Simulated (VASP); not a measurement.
# CaO (Fm-3m) in VASP: further runs, part 2 of 2

VASP 6.6.1. Earlier steps stand in the parts before.

### Step 5. Relaxation of cell and atoms, PBEsol

This run uses another cell than the first one, of 13.55 Å³/atom.

File INCAR:

```
PREC = Accurate
ENCUT = 600
EDIFF = 1E-7
ISMEAR = 0
SIGMA = 0.02
LREAL = F
LASPH = T
NELM = 120
ALGO = Normal
ISIF = 3
LWAVE = F
LCHARG = F
GGA = PS
IBRION = 2
NSW = 100
EDIFFG = -0.002
GGA_COMPAT = F
NELMIN = 4
```

File KPOINTS:

```
Automatic mesh
0
Gamma
  8 8 8
```

File POSCAR:

```
CaO
1.0
    0.0000000000      2.3838150173      2.3838150173
    2.3838150173      0.0000000000      2.3838150173
    2.3838150173      2.3838150173      0.0000000000
Ca O
1 1
Direct
    0.0000000000      0.0000000000      0.0000000000
    0.5000000000      0.5000000000      0.5000000000
```

Potentials or basis: VASP PAW PBE potentials, release 64 (Ca_sv, O).

Started as:

```
cat potpaw_PBE.64/Ca_sv/POTCAR potpaw_PBE.64/O/POTCAR > POTCAR
mpirun -np 1 vasp_std > vasp.out
```

OUTCAR:

```text
PREC = Accurate
   ENCUT = 600
   EDIFF = 1E-7
   ISMEAR = 0
   LREAL = F
   LASPH = T
   NELM = 120
   ISIF = 3
   GGA = PS
   IBRION = 2
   NSW = 100
   EDIFFG = -0.002
   NELMIN = 4

 ion  position               nearest neighbor table
   1  0.000  0.000  0.000-   2 2.38   2 2.38   2 2.38   2 2.38   2 2.38   2 2.38
   2  0.500  0.500  0.500-   1 2.38   1 2.38   1 2.38   1 2.38   1 2.38   1 2.38

  LATTYP: Found a face centered cubic cell.
 ALAT       =     4.7676300346

  Lattice vectors:

 A1 = (   0.0000000000,   2.3838150173,   2.3838150173)
 A2 = (   2.3838150173,   0.0000000000,   2.3838150173)
 A3 = (   2.3838150173,   2.3838150173,   0.0000000000)

Analysis of symmetry for initial positions (statically):
=====================================================================
 Subroutine PRICEL returns:
 Original cell was already a primitive cell.

 Routine SETGRP: Setting up the symmetry group for a
 face centered cubic supercell.

 Subroutine GETGRP returns: Found 48 space group operations
 (whereof 48 operations were pure point group operations)
 out of a pool of 48 trial point group operations.

The static configuration has the point symmetry O_h .

Analysis of symmetry for dynamics (positions and initial velocities):
=====================================================================
 Subroutine PRICEL returns:
 Original cell was already a primitive cell.

 Routine SETGRP: Setting up the symmetry group for a
 face centered cubic supercell.

 Subroutine GETGRP returns: Found 48 space group operations
 (whereof 48 operations were pure point group operations)
 out of a pool of 48 trial point group operations.

The dynamic configuration has the point symmetry O_h .

 Subroutine INISYM returns: Found 48 space group operations
 (whereof 48 operations are pure point group operations),
 and found     1 'primitive' translations

----------------------------------------------------------------------------------------

                                     Primitive cell

  volume of cell :      27.0924

  direct lattice vectors                    reciprocal lattice vectors
     0.000000000  2.383815017  2.383815017    -0.209747819  0.209747819  0.209747819
     2.383815017  0.000000000  2.383815017     0.209747819 -0.209747819  0.209747819
     2.383815017  2.383815017  0.000000000     0.209747819  0.209747819 -0.209747819

  length of vectors
     3.371223528  3.371223528  3.371223528     0.363293879  0.363293879  0.363293879

  position of ions in fractional coordinates (direct lattice)
     0.000000000  0.000000000  0.000000000
     0.500000000  0.500000000  0.500000000

  ion indices of the primitive-cell ions
   primitive index   ion index
                 1           1
                 2           2

----------------------------------------------------------------------------------------

 KPOINTS: Automatic mesh

Automatic generation of k-mesh.
 Grid dimensions read from file:
 generate k-points for:    8    8    8

 Generating k-lattice:

[... 51 lines left out ...]
 SYSTEM =  unknown system
   PREC   = accura    normal or accurate (medium, high low for compatibility)
   ISTART =      0    job   : 0-new  1-cont  2-samecut
   ICHARG =      2    charge: 1-file 2-atom 10-const
   ISPIN  =      1    spin polarized calculation?
   LNONCOLLINEAR =      F non collinear calculations
   LSORBIT =      F    spin-orbit coupling
   LASPH  =      T    aspherical Exc in radial PAW
   ENCUT  =  600.0 eV  44.10 Ry    6.64 a.u.   6.73  6.73  6.73*2*pi/ulx,y,z
   NELM   =    120;   NELMIN=  4; NELMDL= -5     # of ELM steps
   EDIFF  = 0.1E-06   stopping-criterion for ELM
   LREAL  =      F    real-space projection
   EDIFFG = -.2E-02   stopping-criterion for IOM
   NSW    =    100    number of steps for IOM
   IBRION =      2    ionic relax: 0-MD 1-quasi-New 2-CG
   NFREE  =      1    steps in history (QN), initial steepest desc. (CG)
   ISIF   =      3    stress and relaxation
   ISYM   =      2    0-nonsym 1-usesym 2-fastsym
   POTIM  = 0.5000    time-step for ionic-motion
   TEBEG  =    0.0;   TEEND  =   0.0 temperature during run
   PSTRESS=    0.0 pullay stress
   NELECT =      16.0000    total number of electrons
   NUPDOWN=      -1.0000    fix difference up-down
   EMIN   =  10.00;   EMAX   =-10.00  energy-range for DOS
   EFERMI =   0.00;   METHOD = LEGACY
   ISMEAR =     0;   SIGMA  =   0.02  broadening in eV -4-tet -1-fermi 0-gaus
   EFERMI_NEDOS =   21; number of points for ismear=-14 and -15
   IALGO  =     38    algorithm
   IMIX   =      4    mixing-type and parameters
     AMIX     =   0.40;   BMIX     =  1.00
     AMIX_MAG =   1.60;   BMIX_MAG =  1.00
  volume/ion in A,a.u.               =      13.55        91.41
  Fermi-wavevector in a.u.,A,eV,Ry     =   1.373511  2.595560 25.667848  1.886534
  Thomas-Fermi vector in A             =   2.499022
   LORBIT       =      0    0 simple, 1 ext, 2 COOP (PROOUT), +10 PAW based schemes
   GGA     = PS    functional components
   LHFCALC =     F    Hartree Fock is set to
   AEXX    =    0.0000 exact exchange contribution
   IVDW    =     0    specifies the selected vdW correction
   LEPSILON=     F    determine dielectric tensor
   LRPA    =     F    only Hartree local field effects (RPA)
 conjugate gradient relaxation of ions
 non-spin polarized calculation
 Gauss-broadening in eV      SIGMA  =   0.02
  energy-cutoff  :      600.00
  volume of cell :       27.09
 maximum number of plane-waves:       934
   NGX = 13   NGY = 13   NGZ = 13

--------------------------------------- Ionic step        1  -------------------------------------------

 number of electron      15.9999997 magnetization

 Free energy of the ion-electron system (eV)
  ---------------------------------------------------
  ext. energy  EPLUGINS =         0.00000000
  ---------------------------------------------------
  free energy    TOTEN  =       -13.41325437 eV

  energy without entropy =      -13.41325437  energy(sigma->0) =      -13.41325437

------------------------ aborting loop because EDIFF is reached ----------------------------------------

  FORCE on cell =-STRESS in cart. coord.  units (eV):
  Direction    XX          YY          ZZ          XY          YZ          ZX
  --------------------------------------------------------------------------------------
  -------------------------------------------------------------------------------------
  Total        0.0898922      0.0898922      0.0898922      0.0000000      0.0000000     -0.0000000
  in kB        5.3159971      5.3159971      5.3159971      0.0000000      0.0000000     -0.0000000
  external PRESSURE =       5.3159971 kB  Pullay stress =       0.0000000 kB
[... 59 lines left out ...]
--------------------------------------- Ionic step        3  -------------------------------------------

 number of electron      15.9999997 magnetization

 Free energy of the ion-electron system (eV)
  ---------------------------------------------------
  ext. energy  EPLUGINS =         0.00000000
  ---------------------------------------------------
  free energy    TOTEN  =       -13.41345912 eV

  energy without entropy =      -13.41345912  energy(sigma->0) =      -13.41345912

 E-fermi :   2.5142     XC(G=0): -10.8344

 val. band max:        2.3059605705   @ k =   0.0000   0.0000   0.0000
 cond. band min:       5.8317093225   @ k =   0.5000   0.5000   0.0000
 fundamental gap:      3.5257487521
 Fermi energy:         2.5142123585

 k-point     1 :       0.0000    0.0000    0.0000
  band No.  band energies     occupation
      1     -34.9999      2.00000
      2     -15.8261      2.00000
      3     -15.8261      2.00000
      4     -15.8261      2.00000
      5     -13.1771      2.00000
      6       2.3060      2.00000
      7       2.3060      2.00000
      8       2.3060      2.00000
      9       7.0304      0.00000
     10       8.5460      0.00000
     11       8.5460      0.00000
     12       8.5460      0.00000
[... 331 lines left out ...]
 k-point    24 :      -0.3750    0.2500    0.1250
  band No.  band energies     occupation
      1     -34.8651      2.00000
      2     -16.8240      2.00000
      3     -16.0907      2.00000
      4     -15.9646      2.00000
      5     -12.1633      2.00000
      6       0.1815      2.00000
      7       1.1406      2.00000
      8       1.2070      2.00000
      9       9.0883      0.00000
     10       9.1515      0.00000
     11      11.2090      0.00000
     12      11.4022      0.00000

 [... further k-points ...]

------------------------ aborting loop because EDIFF is reached ----------------------------------------

  FORCE on cell =-STRESS in cart. coord.  units (eV):
  Direction    XX          YY          ZZ          XY          YZ          ZX
  --------------------------------------------------------------------------------------
  -------------------------------------------------------------------------------------
  Total        0.0001378      0.0001378      0.0001378     -0.0000000     -0.0000000      0.0000000
  in kB        0.0081113      0.0081113      0.0081113     -0.0000000     -0.0000000      0.0000000
  external PRESSURE =       0.0081113 kB  Pullay stress =       0.0000000 kB
[... 17 lines left out ...]
  FREE ENERGIE OF THE ION-ELECTRON SYSTEM (eV)
  ---------------------------------------------------
  free  energy   TOTEN  =       -13.4134591186 eV

  energy  without entropy=      -13.4134591186  energy(sigma->0) =      -13.41345912

 reached required accuracy - stopping structural energy minimisation
```

OSZICAR:

```text
N       E                     dE             d eps       ncg     rms          rms(c)
DAV:   1     0.145020146736E+03    0.14502E+03   -0.95388E+03   696   0.155E+03
DAV:   2    -0.690199037844E+01   -0.15192E+03   -0.14235E+03   788   0.360E+02
DAV:   3    -0.146653357743E+02   -0.77633E+01   -0.76962E+01   860   0.838E+01
[... 26 lines left out ...]
DAV:   4    -0.134134528495E+02    0.65235E-05   -0.61614E-05  1096   0.731E-02    0.685E-03
DAV:   5    -0.134134533252E+02   -0.47573E-06   -0.58107E-07   864   0.897E-03    0.645E-03
DAV:   6    -0.134134580059E+02   -0.46806E-05   -0.30874E-06  1108   0.106E-02    0.284E-03
DAV:   7    -0.134134591236E+02   -0.11177E-05   -0.49490E-07  1076   0.612E-03    0.483E-04
DAV:   8    -0.134134591186E+02    0.50020E-08   -0.10990E-08   380   0.102E-03
   3 F= -.13413459E+02 E0= -.13413459E+02  d E =-.204753E-03
```

It took 65 s on 1 thread of Intel Xeon 8259CL, shared host; peak memory 0.17 GiB.

Results:

```yaml
Free_energy: -13.4135 eV
Relaxed_volume: 13.61 Å³/atom
Relaxed_cell: a = 3.376 Å, b = 3.376 Å, c = 3.376 Å, α = 60.00°, β = 60.00°, γ = 60.00°
Space_group_after_relaxing_to_0.1_Å: Fm-3m (No. 225)
Energy_gained_by_relaxing: 0.1 meV/atom
Ionic_steps: 3
Pressure_after_relaxing: 0.0 GPa
Band_gap_on_the_k_mesh: 3.53 eV (least direct gap 3.90 eV)
```

The path:
| step | energy change (eV) | largest force (eV/Å) | pressure (GPa) | volume (Å³) |
| --- | --- | --- | --- | --- |
| 1 | 0.0000 | 0.0000 | 0.53 | 27.09 |
| 2 | -0.0002 | 0.0000 | -0.22 | 27.27 |
| 3 | -0.0002 | 0.0000 | 0.00 | 27.22 |

Final structure:
```
CELL_PARAMETERS angstrom
0.00000 2.38745 2.38745
2.38745 0.00000 2.38745
2.38745 2.38745 0.00000
ATOMIC_POSITIONS crystal
Ca 0.00000 0.00000 0.00000
O 0.50000 0.50000 0.50000
```

Levels at points of the mesh, in eV from the valence-band top:
| k point | band 5 | band 6 | band 7 | band 8 | band 9 | band 10 | band 11 | band 12 |
| --- | --- | --- | --- | --- | --- | --- | --- | --- |
| (0.00, 0.00, 0.00) | -15.48 | 0.00 | 0.00 | 0.00 | 4.72 | 6.24 | 6.24 | 6.24 |
| (0.50, 0.00, 0.00) | -14.16 | -2.74 | -1.26 | -1.26 | 7.11 | 8.48 | 8.48 | 8.48 |
| (0.50, 0.50, 0.00) | -15.24 | -1.31 | -0.37 | -0.37 | 3.53 | 8.19 | 9.04 | 9.73 |

Caveat: the PAW data sets were made with another functional, which shifts forces and pressure a little. Expect the measured gap to be larger: semilocal functionals such as PBEsol lack the derivative discontinuity.

### Step 6. Relaxation of cell and atoms, PBEsol

File INCAR:

```
SYSTEM = CaO
ALGO = Normal
EDIFF = 1E-7
EDIFFG = -0.05
ENCUT = 600
GGA = PS
GGA_COMPAT = .FALSE.
IBRION = 2
ISIF = 3
ISMEAR = 0
LASPH = .TRUE.
LCHARG = .FALSE.
LREAL = .FALSE.
LWAVE = .FALSE.
NELM = 120
NELMIN = 4
NSW = 100
PREC = Accurate
SIGMA = 0.1
```

File KPOINTS:

```
k-points
0
G
  8 8 8
  0 0 0
```

File POSCAR:

```
CaO
1.0
    0.0000000000      2.4535000000      2.4535000000
    2.4535000000      0.0000000000      2.4535000000
    2.4535000000      2.4535000000      0.0000000000
Ca O
1 1
Direct
    0.0000000000      0.0000000000      0.0000000000
    0.5000000000      0.5000000000      0.5000000000
```

Potentials or basis: VASP PAW PBE potentials, release 64 (Ca_sv, O).

Started as:

```
cat potpaw_PBE.64/Ca_sv/POTCAR potpaw_PBE.64/O/POTCAR > POTCAR
mpirun -np 1 vasp_std > vasp.out
```

OUTCAR:

```text
SYSTEM = CaO
   EDIFF = 1E-7
   EDIFFG = -0.05
   ENCUT = 600
   GGA = PS
   IBRION = 2
   ISIF = 3
   ISMEAR = 0
   LASPH = .TRUE.
   LREAL = .FALSE.
   NELM = 120
   NELMIN = 4
   NSW = 100
   PREC = Accurate

 ion  position               nearest neighbor table
   1  0.000  0.000  0.000-   2 2.45   2 2.45   2 2.45   2 2.45   2 2.45   2 2.45
   2  0.500  0.500  0.500-   1 2.45   1 2.45   1 2.45   1 2.45   1 2.45   1 2.45

  LATTYP: Found a face centered cubic cell.
 ALAT       =     4.9070000000

  Lattice vectors:

 A1 = (   0.0000000000,   2.4535000000,   2.4535000000)
 A2 = (   2.4535000000,   0.0000000000,   2.4535000000)
 A3 = (   2.4535000000,   2.4535000000,   0.0000000000)

Analysis of symmetry for initial positions (statically):
=====================================================================
 Subroutine PRICEL returns:
 Original cell was already a primitive cell.

 Routine SETGRP: Setting up the symmetry group for a
 face centered cubic supercell.

 Subroutine GETGRP returns: Found 48 space group operations
 (whereof 48 operations were pure point group operations)
 out of a pool of 48 trial point group operations.

The static configuration has the point symmetry O_h .

Analysis of symmetry for dynamics (positions and initial velocities):
=====================================================================
 Subroutine PRICEL returns:
 Original cell was already a primitive cell.

 Routine SETGRP: Setting up the symmetry group for a
 face centered cubic supercell.

 Subroutine GETGRP returns: Found 48 space group operations
 (whereof 48 operations were pure point group operations)
 out of a pool of 48 trial point group operations.

The dynamic configuration has the point symmetry O_h .

 Subroutine INISYM returns: Found 48 space group operations
 (whereof 48 operations are pure point group operations),
 and found     1 'primitive' translations

[... 136 lines left out ...]

 Free energy of the ion-electron system (eV)
  ---------------------------------------------------
  ext. energy  EPLUGINS =         0.00000000
  ---------------------------------------------------
  free energy    TOTEN  =       -13.35517774 eV

  energy without entropy =      -13.35517774  energy(sigma->0) =      -13.35517774

------------------------ aborting loop because EDIFF is reached ----------------------------------------

  FORCE on cell =-STRESS in cart. coord.  units (eV):
  Direction    XX          YY          ZZ          XY          YZ          ZX
  --------------------------------------------------------------------------------------
  -------------------------------------------------------------------------------------
  Total       -1.4581105     -1.4581105     -1.4581105      0.0000000      0.0000000      0.0000000
  in kB      -79.0884069    -79.0884069    -79.0884069      0.0000000      0.0000000      0.0000000
  external PRESSURE =     -79.0884069 kB  Pullay stress =       0.0000000 kB
[... 59 lines left out ...]
--------------------------------------- Ionic step        3  -------------------------------------------

 number of electron      15.9999997 magnetization

 Free energy of the ion-electron system (eV)
  ---------------------------------------------------
  ext. energy  EPLUGINS =         0.00000000
  ---------------------------------------------------
  free energy    TOTEN  =       -13.41713387 eV

  energy without entropy =      -13.41713387  energy(sigma->0) =      -13.41713387

 E-fermi :   2.8475     XC(G=0): -10.8364

 val. band max:        2.3076256702   @ k =   0.0000   0.0000   0.0000
 cond. band min:       5.8336710743   @ k =   0.5000   0.5000   0.0000
 fundamental gap:      3.5260454041
 Fermi energy:         2.8475482069

 k-point     1 :       0.0000    0.0000    0.0000
  band No.  band energies     occupation
      1     -34.9962      2.00000
      2     -15.8220      2.00000
      3     -15.8220      2.00000
      4     -15.8220      2.00000
      5     -13.1757      2.00000
      6       2.3076      2.00000
      7       2.3076      2.00000
      8       2.3076      2.00000
      9       7.0357      0.00000
     10       8.5490      0.00000
     11       8.5490      0.00000
     12       8.5490      0.00000
[... 331 lines left out ...]
 k-point    24 :      -0.3750    0.2500    0.1250
  band No.  band energies     occupation
      1     -34.8611      2.00000
      2     -16.8215      2.00000
      3     -16.0870      2.00000
      4     -15.9607      2.00000
      5     -12.1606      2.00000
      6       0.1826      2.00000
      7       1.1418      2.00000
      8       1.2081      2.00000
      9       9.0918      0.00000
     10       9.1552      0.00000
     11      11.2133      0.00000
     12      11.4073      0.00000

 [... further k-points ...]

------------------------ aborting loop because EDIFF is reached ----------------------------------------

  FORCE on cell =-STRESS in cart. coord.  units (eV):
  Direction    XX          YY          ZZ          XY          YZ          ZX
  --------------------------------------------------------------------------------------
  -------------------------------------------------------------------------------------
  Total        0.0024347      0.0024347      0.0024347     -0.0000000     -0.0000000      0.0000000
  in kB        0.1433855      0.1433855      0.1433855     -0.0000000     -0.0000000      0.0000000
  external PRESSURE =       0.1433855 kB  Pullay stress =       0.0000000 kB
[... 17 lines left out ...]
  FREE ENERGIE OF THE ION-ELECTRON SYSTEM (eV)
  ---------------------------------------------------
  free  energy   TOTEN  =       -13.4171338684 eV

  energy  without entropy=      -13.4171338684  energy(sigma->0) =      -13.41713387

 reached required accuracy - stopping structural energy minimisation
```

CONTCAR:

```text
CaO
   1.00000000000000
     0.0000000000000000    2.3871261201302296    2.3871261201302296
     2.3871261201302296    0.0000000000000000    2.3871261201302296
     2.3871261201302296    2.3871261201302296    0.0000000000000000
  Ca              O
     1     1
Direct
     0.0000000000000000    0.0000000000000000    0.0000000000000000
     0.5000000000000000    0.5000000000000000    0.5000000000000000

  0.00000000E+00  0.00000000E+00  0.00000000E+00
  0.00000000E+00  0.00000000E+00  0.00000000E+00
```

It took 55 s on 1 thread of Intel Xeon 8259CL, shared host; peak memory 0.18 GiB.

What came out:

```yaml
Free_energy: -13.4171 eV
Relaxed_volume: 13.60 Å³/atom
Relaxed_cell: a = 3.376 Å, b = 3.376 Å, c = 3.376 Å, α = 60.00°, β = 60.00°, γ = 60.00°
Space_group_after_relaxing_to_0.1_Å: Fm-3m (No. 225)
Energy_gained_by_relaxing: 31.0 meV/atom
Ionic_steps: 3
Pressure_after_relaxing: 0.0 GPa
Band_gap_on_the_k_mesh: 3.53 eV (least direct gap 3.90 eV)
```

The path:
| step | energy change (eV) | largest force (eV/Å) | pressure (GPa) | volume (Å³) |
| --- | --- | --- | --- | --- |
| 1 | 0.0000 | 0.0000 | -7.91 | 29.54 |
| 2 | -0.0556 | 0.0000 | 3.09 | 26.53 |
| 3 | -0.0620 | 0.0000 | 0.01 | 27.21 |

Final structure:
```
Ca O
1.0
     0.00000    2.38713    2.38713
     2.38713    0.00000    2.38713
     2.38713    2.38713    0.00000
Ca O
1 1
Direct
  0.00000 0.00000 0.00000
  0.50000 0.50000 0.50000
```

Caveat: the PAW data sets were made with another functional, which shifts forces and pressure a little.

### Step 7. Summary

| task | cell | k mesh | smearing | gap on the mesh (eV) | pressure (GPa) | relaxed volume (Å³/atom) |
| --- | --- | --- | --- | --- | --- | --- |
| single point | a = 3.470 Å, angles 60.0°, 2 atoms | 6 × 6 × 6 | gaussian 0.1 eV | 3.55 | -7.9 | - |
| single point | a = 3.371 Å, angles 60.0°, 2 atoms | 8 × 8 × 8 | gaussian 0.1 eV | 3.52 | 0.5 | - |
| single point | a = 3.371 Å, angles 60.0°, 2 atoms | 8 × 8 × 8 | gaussian 0.02 eV | 3.52 | 0.5 | - |
| relaxation of cell and atoms | relaxed from a = 3.371 Å, angles 60.0°, 2 atoms | 8 × 8 × 8 | gaussian 0.02 eV | 3.53 | 0.0 | 13.61 |
| relaxation of cell and atoms | relaxed from a = 3.470 Å, angles 60.0°, 2 atoms | 8 × 8 × 8 | gaussian 0.1 eV | 3.53 | 0.0 | 13.60 |

Alike in all rows: level PBEsol; potentials or basis VASP PAW PBE potentials, release 64 (Ca_sv, O); no spin polarisation; cutoff (eV) 600.

Caveats: the PAW data sets were made with another functional, which shifts forces and pressure a little; the cell stands under tension (at least some runs).

Total energies depend on the potentials used, so only differences within one code and one set of settings carry meaning.
